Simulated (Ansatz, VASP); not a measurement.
**Si4C: VASP beside Ansatz**

```
Si C
1.0
     2.89122    0.00000    0.00000
    -1.44561    2.50387    0.00000
     0.00000    0.00000   21.86751
Si C
8 2
Direct
  0.33333 0.66667 0.86233
  0.33333 0.66667 0.05062
  0.33333 0.66667 0.23741
  0.33333 0.66667 0.34834
  0.66667 0.33333 0.76259
  0.66667 0.33333 0.94938
  0.66667 0.33333 0.13767
  0.66667 0.33333 0.65166
  0.33333 0.66667 0.71077
  0.66667 0.33333 0.28923
```

Alike in both runs: functional PBE; k mesh 6 × 6 × 1; occupations gaussian, width 0.1 eV; no spin polarisation.

Ansatz relaxed the structure, and its values are those at the end. VASP's run is a single point on that final structure, the one shown.

|  | VASP | Ansatz |
| --- | --- | --- |
| version | VASP 6.6.1 | Ansatz 0.2.0 |
| potentials or method | VASP PAW PBE potentials, release 64 (Si, C), cutoff 520 eV | scalar-relativistic, plane waves, PAW |
| valence electrons in the cell | 40 | 40 |

Ansatz gave:

| Quantity | Value |
| --- | --- |
| gap on the k mesh at the Fermi level (eV) | none |
| rms of the force components (eV/Å) | 0.003 |

Q: What did VASP give for the same quantities?

A: gap on the k mesh at the Fermi level (eV): none; rms of the force components (eV/Å): 0.013.

A gap of «none» marks a metal or a gap that the smearing closes.

The k mesh is coarse, so the values compare programs but aren't converged.
